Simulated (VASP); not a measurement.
# SiC (Moissanite 3C) (F-43m) in VASP: notebook

Aim: see how the results for SiC (Moissanite 3C) move with the level of theory and the settings. Levels: RPBE+D4, PBE, r2SCAN+D3(BJ). Tasks: single point.

Everything below comes from runs of VASP 6.6.1. Logs are shortened: lines on timing, memory, paths and dates and some standing lists are left out, and cuts for length are marked.

**Experimental background.**

From “Insight into the structural, elastic and electronic properties of a new orthorhombic 6O-SiC polytype”, 2020, pmc:7200658, for a bulk crystal of SiC: band gap 2.4 eV (indirect).

The results are compared with them further down.

## 1. The cell of the first run

The structure is cubic, space group F-43m (No. 216). The conventional cell has a = 4.387 Å, b = 4.387 Å, c = 4.387 Å, α = 90.00°, β = 90.00°, γ = 90.00°. Si (site symmetry -43m) has 4 C at 1.90 Å within 2.5 Å. C (site symmetry -43m) has 4 Si at 1.90 Å within 2.5 Å.

## 2. Single point, RPBE+D4

INCAR reads:

```
ALGO = Normal ; EDIFF = 1E-6
ENCUT = 600 ; GGA = RP
GGA_COMPAT = F ; ISIF = 2
ISMEAR = -1 ; IVDW = 13
LASPH = T ; LCHARG = T
LELF = T ; LREAL = F
LVHAR = T ; LWAVE = F
NBANDS = 11 ; NELM = 120
PREC = Accurate ; SIGMA = 0.05
```

KPOINTS reads:

```
k-points
0
Gamma
  10 10 10
```

POSCAR reads:

```
SiC
1.0
    0.0000000000      2.1934308841      2.1934308841
    2.1934308841      0.0000000000      2.1934308841
    2.1934308841      2.1934308841      0.0000000000
Si C
1 1
Direct
    0.0000000000      0.0000000000      0.0000000000
    0.7500000000      0.7500000000      0.7500000000
```

Potentials or basis: VASP PAW PBE potentials, release 64 (Si, C).

Started as:

```
$ cat potpaw_PBE.64/Si/POTCAR potpaw_PBE.64/C/POTCAR > POTCAR
$ mpirun -np 1 vasp_std > vasp.out
```

OUTCAR:

```text
EDIFF = 1E-6
   ENCUT = 600
   GGA = RP
   ISIF = 2
   ISMEAR = -1
   IVDW = 13
   LASPH = T
   LREAL = F
   NELM = 120
   PREC = Accurate

 ion  position               nearest neighbor table
   1  0.000  0.000  0.000-   2 1.90   2 1.90   2 1.90   2 1.90
   2  0.750  0.750  0.750-   1 1.90   1 1.90   1 1.90   1 1.90

  LATTYP: Found a face centered cubic cell.
 ALAT       =     4.3868617682

  Lattice vectors:

 A1 = (   0.0000000000,   2.1934308841,   2.1934308841)
 A2 = (   2.1934308841,   0.0000000000,   2.1934308841)
 A3 = (   2.1934308841,   2.1934308841,   0.0000000000)

Analysis of symmetry for initial positions (statically):
=====================================================================
 Subroutine PRICEL returns:
 Original cell was already a primitive cell.

 Routine SETGRP: Setting up the symmetry group for a
 face centered cubic supercell.

 Subroutine GETGRP returns: Found 24 space group operations
 (whereof 24 operations were pure point group operations)
 out of a pool of 48 trial point group operations.

The static configuration has the point symmetry T_d .

Analysis of symmetry for dynamics (positions and initial velocities):
=====================================================================
 Subroutine PRICEL returns:
 Original cell was already a primitive cell.

 Routine SETGRP: Setting up the symmetry group for a
 face centered cubic supercell.

 Subroutine GETGRP returns: Found 24 space group operations
 (whereof 24 operations were pure point group operations)
 out of a pool of 48 trial point group operations.

The dynamic configuration has the point symmetry T_d .

 Subroutine INISYM returns: Found 24 space group operations
 (whereof 24 operations are pure point group operations),
 and found     1 'primitive' translations

----------------------------------------------------------------------------------------

                                     Primitive cell

  volume of cell :      21.1058

  direct lattice vectors                    reciprocal lattice vectors
     0.000000000  2.193430884  2.193430884    -0.227953387  0.227953387  0.227953387
     2.193430884  0.000000000  2.193430884     0.227953387 -0.227953387  0.227953387
     2.193430884  2.193430884  0.000000000     0.227953387  0.227953387 -0.227953387

  length of vectors
     3.101979704  3.101979704  3.101979704     0.394826849  0.394826849  0.394826849

[... 87 lines left out ...]
   ISYM   =      2    0-nonsym 1-usesym 2-fastsym
   POTIM  = 0.5000    time-step for ionic-motion
   TEBEG  =    0.0;   TEEND  =   0.0 temperature during run
   PSTRESS=    0.0 pullay stress
   NELECT =       8.0000    total number of electrons
   NUPDOWN=      -1.0000    fix difference up-down
   EMIN   =  10.00;   EMAX   =-10.00  energy-range for DOS
   EFERMI =   0.00;   METHOD = LEGACY
   ISMEAR =    -1;   SIGMA  =   0.05  broadening in eV -4-tet -1-fermi 0-gaus
   EFERMI_NEDOS =   21; number of points for ismear=-14 and -15
   IALGO  =     38    algorithm
   IMIX   =      4    mixing-type and parameters
     AMIX     =   0.40;   BMIX     =  1.00
     AMIX_MAG =   1.60;   BMIX_MAG =  1.00
  volume/ion in A,a.u.               =      10.55        71.21
  Fermi-wavevector in a.u.,A,eV,Ry     =   1.184780  2.238909 19.098532  1.403703
  Thomas-Fermi vector in A             =   2.320987
   LORBIT       =      0    0 simple, 1 ext, 2 COOP (PROOUT), +10 PAW based schemes
   GGA     = RP    functional components
   LHFCALC =     F    Hartree Fock is set to
   AEXX    =    0.0000 exact exchange contribution
   IVDW    =    13    specifies the selected vdW correction
   LEPSILON=     F    determine dielectric tensor
   LRPA    =     F    only Hartree local field effects (RPA)
 non-spin polarized calculation
  energy-cutoff  :      600.00
  volume of cell :       21.11
 maximum number of plane-waves:       725
 NGX is ok and might be reduce to    28
   NGX = 13   NGY = 13   NGZ = 13

 number of electron       8.0000000 magnetization

 Free energy of the ion-electron system (eV)
  ---------------------------------------------------
  ext. energy  EPLUGINS =         0.00000000
  ---------------------------------------------------
  free energy    TOTEN  =       -14.32563642 eV

  energy without entropy =      -14.32563641  energy(sigma->0) =      -14.32563642

 E-fermi :   8.6847     XC(G=0): -11.2023

 val. band max:        7.9728265387   @ k =   0.0000   0.0000   0.0000
 cond. band min:       9.3575961921   @ k =   0.5000   0.5000   0.0000
 fundamental gap:      1.3847696533
 Fermi energy:         8.6846657299

 k-point     1 :       0.0000    0.0000    0.0000
  band No.  band energies     occupation
      1      -7.2930      2.00000
      2       7.9728      2.00000
      3       7.9728      2.00000
      4       7.9728      2.00000
      5      13.9900      0.00000
      6      15.1926      0.00000
      7      15.1926      0.00000
      8      15.1926      0.00000
      9      22.3071      0.00000
     10      22.3071      0.00000
     11      24.3411      0.00000
[... 309 lines left out ...]
 k-point    24 :       0.4000    0.3000    0.0000
  band No.  band energies     occupation
      1      -4.2143      2.00000
      2       2.4135      2.00000
      3       4.8732      2.00000
      4       5.3882      2.00000
      5      10.8465      0.00000
      6      13.5697      0.00000
      7      19.4454      0.00000
      8      19.7709      0.00000
      9      21.5970      0.00000
     10      25.8306      0.00000
     11      28.9686      0.00000

 [... further k-points ...]

------------------------ aborting loop because EDIFF is reached ----------------------------------------

  DFT-D4 for vdW energy calculation

  Edisp (eV):   -1.40381

  FORCE on cell =-STRESS in cart. coord.  units (eV):
  Direction    XX          YY          ZZ          XY          YZ          ZX
  --------------------------------------------------------------------------------------
  -------------------------------------------------------------------------------------
  Total      -1.06923    -1.06923    -1.06923    -0.00000    -0.00000     0.00000
  in kB     -81.16682   -81.16682   -81.16682    -0.00000    -0.00000     0.00000
  external pressure =      -81.17 kB  Pullay stress =        0.00 kB

 VOLUME and BASIS-vectors are now :
 -----------------------------------------------------------------------------
  energy-cutoff  :      600.00
  volume of cell :       21.11
      direct lattice vectors                 reciprocal lattice vectors
     0.000000000  2.193430884  2.193430884    -0.227953387  0.227953387  0.227953387
     2.193430884  0.000000000  2.193430884     0.227953387 -0.227953387  0.227953387
     2.193430884  2.193430884  0.000000000     0.227953387  0.227953387 -0.227953387

 POSITION                                       TOTAL-FORCE (eV/Angst)
 -----------------------------------------------------------------------------------
      0.00000      0.00000      0.00000         0.000000      0.000000     -0.000000
      3.29015      3.29015      3.29015        -0.000000     -0.000000      0.000000
 -----------------------------------------------------------------------------------
    total drift:                                0.000000      0.000000      0.000000

  FREE ENERGIE OF THE ION-ELECTRON SYSTEM (eV)
  ---------------------------------------------------
  free  energy   TOTEN  =       -15.7294471254 eV

  energy  without entropy=      -15.7294471123  energy(sigma->0) =      -15.72944712
```

OSZICAR:

```text
N       E                     dE             d eps       ncg     rms          rms(c)
DAV:   1     0.767086217694E+01    0.76709E+01   -0.41468E+03  1050   0.686E+02
DAV:   2    -0.152428727292E+02   -0.22914E+02   -0.21872E+02  1274   0.119E+02
DAV:   3    -0.160499925235E+02   -0.80712E+00   -0.80543E+00  1259   0.185E+01
DAV:   4    -0.160534668779E+02   -0.34744E-02   -0.34740E-02  1198   0.150E+00
DAV:   5    -0.160534822922E+02   -0.15414E-04   -0.15414E-04  1264   0.954E-02    0.910E+00
DAV:   6    -0.143673105660E+02    0.16862E+01   -0.60405E+00  1148   0.109E+01    0.425E+00
DAV:   7    -0.143271681609E+02    0.40142E-01   -0.38329E-01  1235   0.351E+00    0.188E+00
DAV:   8    -0.143249231825E+02    0.22450E-02   -0.19088E-02  1151   0.970E-01    0.196E-01
DAV:   9    -0.143254242883E+02   -0.50111E-03   -0.18289E-03  1263   0.263E-01    0.138E-01
DAV:  10    -0.143256302142E+02   -0.20593E-03   -0.34659E-04  1172   0.120E-01    0.240E-02
DAV:  11    -0.143256355894E+02   -0.53752E-05   -0.67279E-05  1244   0.430E-02    0.578E-03
DAV:  12    -0.143256364236E+02   -0.83423E-06   -0.28487E-06  1176   0.109E-02
   1 F= -.15729447E+02 E0= -.15729447E+02  d E =-.131754E-07
```

Run time: 13 s. Hardware: 1 thread of Intel Xeon Platinum 8488C (Sapphire Rapids), shared host; peak memory 0.15 GiB.

What came out:

| Quantity | Value |
| --- | --- |
| Free energy | -15.7294 eV |
| Pressure | -8.1 GPa |
| Band gap on the k mesh | 1.38 eV, indirect (least direct gap 4.52 eV) |
| Dispersion energy per atom | -0.702 eV |

Caveat: the PAW data sets were made with another functional, which shifts forces and pressure a little.

## 3. Single point, PBE

This run uses another cell than the first one, of 10.35 Å³/atom, 0.980 times its volume.

INCAR reads:

```
  PREC = Accurate
  ENCUT = 600
  EDIFF = 1E-6
  ISMEAR = -1
  SIGMA = 0.02
  LREAL = F
  LASPH = T
  NELM = 120
  ALGO = Normal
  ISIF = 2
  LWAVE = F
  LCHARG = F
  GGA = PE
  NBANDS = 11
  GGA_COMPAT = F
```

KPOINTS reads:

```
regular mesh
0
Gamma
  10 10 10
```

POSCAR reads:

```
SiC
1.0
    0.0000000000      2.1790000000      2.1790000000
    2.1790000000      0.0000000000      2.1790000000
    2.1790000000      2.1790000000      0.0000000000
Si C
1 1
Direct
    0.0000000000      0.0000000000      0.0000000000
    0.7500000000      0.7500000000      0.7500000000
```

Potentials or basis: VASP PAW PBE potentials, release 64 (Si, C).

Started as:

```
$ cat potpaw_PBE.64/Si/POTCAR potpaw_PBE.64/C/POTCAR > POTCAR
$ mpirun -np 1 vasp_std > vasp.out
```

Run time: 10 s. Hardware: 1 thread of Intel Xeon Platinum 8488C (Sapphire Rapids), shared host; peak memory 0.15 GiB.

Results (log left out):

```
Free energy            : -15.0591 eV
Pressure               : 3.1 GPa
Band gap on the k mesh : 1.36 eV, indirect (least direct gap 4.54 eV)
```

Levels at points of the mesh, in eV from the valence-band top:
```csv
k point,band 1,band 2,band 3,band 4,band 5,band 6,band 7,band 8,band 9
"(0.00, 0.00, 0.00)",-15.40,0.00,0.00,0.00,6.23,7.31,7.31,7.31,14.51
"(0.50, 0.00, 0.00)",-11.84,-8.53,-1.05,-1.05,5.43,7.23,7.23,10.05,16.20
"(0.50, 0.50, 0.00)",-10.39,-7.79,-3.18,-3.18,1.36,4.32,14.03,14.03,14.78
```

## 4. Single point, RPBE+D4

This run uses another cell than the first one, of 10.76 Å³/atom, 1.020 times its volume.

INCAR reads:

```
SYSTEM = SiC
  PREC = Accurate
  ENCUT = 600
  EDIFF = 1E-6
  ISMEAR = -1
  SIGMA = 0.05
  LREAL = .FALSE.
  LASPH = .TRUE.
  NELM = 120
  ALGO = Normal
  ISIF = 2
  LWAVE = .FALSE.
  LCHARG = .TRUE.
  GGA = RP
  IVDW = 13
  LELF = .TRUE.
  LVHAR = .TRUE.
  NBANDS = 11
  GGA_COMPAT = .FALSE.
```

KPOINTS reads:

```
regular mesh
0
G
  10 10 10
  0 0 0
```

POSCAR reads:

```
SiC
1.0
    0.0000000000      2.2076743409      2.2076743409
    2.2076743409      0.0000000000      2.2076743409
    2.2076743409      2.2076743409      0.0000000000
Si C
1 1
Direct
    0.0000000000      0.0000000000      0.0000000000
    0.7500000000      0.7500000000      0.7500000000
```

Potentials or basis: VASP PAW PBE potentials, release 64 (Si, C).

Started as:

```
$ cat potpaw_PBE.64/Si/POTCAR potpaw_PBE.64/C/POTCAR > POTCAR
$ mpirun -np 1 vasp_std > vasp.out
```

OUTCAR:

```text
SYSTEM = SiC
   PREC = Accurate
   ENCUT = 600
   EDIFF = 1E-6
   ISMEAR = -1
   LREAL = .FALSE.
   LASPH = .TRUE.
   NELM = 120
   ISIF = 2
   GGA = RP
   IVDW = 13

 ion  position               nearest neighbor table
   1  0.000  0.000  0.000-   2 1.91   2 1.91   2 1.91   2 1.91
   2  0.750  0.750  0.750-   1 1.91   1 1.91   1 1.91   1 1.91

  LATTYP: Found a face centered cubic cell.
 ALAT       =     4.4153486818

  Lattice vectors:

 A1 = (   0.0000000000,   2.2076743409,   2.2076743409)
 A2 = (   2.2076743409,   0.0000000000,   2.2076743409)
 A3 = (   2.2076743409,   2.2076743409,   0.0000000000)

[... 520 lines left out ...]

  DFT-D4 for vdW energy calculation

  Edisp (eV):   -1.37954

  FORCE on cell =-STRESS in cart. coord.  units (eV):
  Direction    XX          YY          ZZ          XY          YZ          ZX
  --------------------------------------------------------------------------------------
  -------------------------------------------------------------------------------------
  Total      -1.56357    -1.56357    -1.56357     0.00000     0.00000     0.00000
  in kB    -116.41040  -116.41040  -116.41040     0.00000     0.00000     0.00000
  external pressure =     -116.41 kB  Pullay stress =        0.00 kB

 VOLUME and BASIS-vectors are now :
 -----------------------------------------------------------------------------
  energy-cutoff  :      600.00
  volume of cell :       21.52
      direct lattice vectors                 reciprocal lattice vectors
     0.000000000  2.207674341  2.207674341    -0.226482679  0.226482679  0.226482679
     2.207674341  0.000000000  2.207674341     0.226482679 -0.226482679  0.226482679
     2.207674341  2.207674341  0.000000000     0.226482679  0.226482679 -0.226482679

 POSITION                                       TOTAL-FORCE (eV/Angst)
 -----------------------------------------------------------------------------------
      0.00000      0.00000      0.00000        -0.000000     -0.000000     -0.000000
      3.31151      3.31151      3.31151         0.000000      0.000000      0.000000
 -----------------------------------------------------------------------------------
    total drift:                                0.000000      0.000000      0.000000

  FREE ENERGIE OF THE ION-ELECTRON SYSTEM (eV)
  ---------------------------------------------------
  free  energy   TOTEN  =       -15.7042808944 eV

  energy  without entropy=      -15.7042808834  energy(sigma->0) =      -15.70428089
```

OSZICAR:

```text
N       E                     dE             d eps       ncg     rms          rms(c)
DAV:   1     0.643602419129E+01    0.64360E+01   -0.41977E+03  1050   0.686E+02
DAV:   2    -0.152910459894E+02   -0.21727E+02   -0.20883E+02  1274   0.117E+02
DAV:   3    -0.159998782749E+02   -0.70883E+00   -0.70699E+00  1279   0.177E+01
DAV:   4    -0.160028136585E+02   -0.29354E-02   -0.29352E-02  1189   0.141E+00
DAV:   5    -0.160028276093E+02   -0.13951E-04   -0.13951E-04  1264   0.931E-02    0.889E+00
DAV:   6    -0.143604512195E+02    0.16424E+01   -0.60141E+00  1145   0.108E+01    0.414E+00
DAV:   7    -0.143260367261E+02    0.34414E-01   -0.36086E-01  1235   0.342E+00    0.184E+00
DAV:   8    -0.143240056430E+02    0.20311E-02   -0.18889E-02  1148   0.963E-01    0.197E-01
DAV:   9    -0.143245191594E+02   -0.51352E-03   -0.19027E-03  1275   0.267E-01    0.137E-01
DAV:  10    -0.143247338702E+02   -0.21471E-03   -0.36793E-04  1151   0.123E-01    0.246E-02
DAV:  11    -0.143247394954E+02   -0.56252E-05   -0.73162E-05  1247   0.443E-02    0.578E-03
DAV:  12    -0.143247404366E+02   -0.94118E-06   -0.32017E-06  1184   0.116E-02
   1 F= -.15704281E+02 E0= -.15704281E+02  d E =-.109910E-07
```

Run time: 15 s. Hardware: 1 thread of Intel Xeon Platinum 8488C (Sapphire Rapids), shared host; peak memory 0.15 GiB.

Results:

- Free energy: -15.7043 eV
- Pressure: -11.6 GPa
- Band gap on the k mesh: 1.40 eV, indirect (least direct gap 4.50 eV)
- Dispersion energy per atom: -0.690 eV

Levels at points of the mesh, in eV from the valence-band top:
```csv
k point,band 2,band 3,band 4,band 5,band 6,band 7
"(0.00, 0.00, 0.00)",0.00,0.00,0.00,5.79,7.09,7.09
"(0.50, 0.00, 0.00)",-8.30,-1.04,-1.04,5.12,7.09,7.09
"(0.50, 0.50, 0.00)",-7.65,-3.10,-3.10,1.40,4.25,13.65
```

Caveat: the PAW data sets were made with another functional, which shifts forces and pressure a little. A k mesh can miss the band edges.

(Continued in part 2 of 2.)
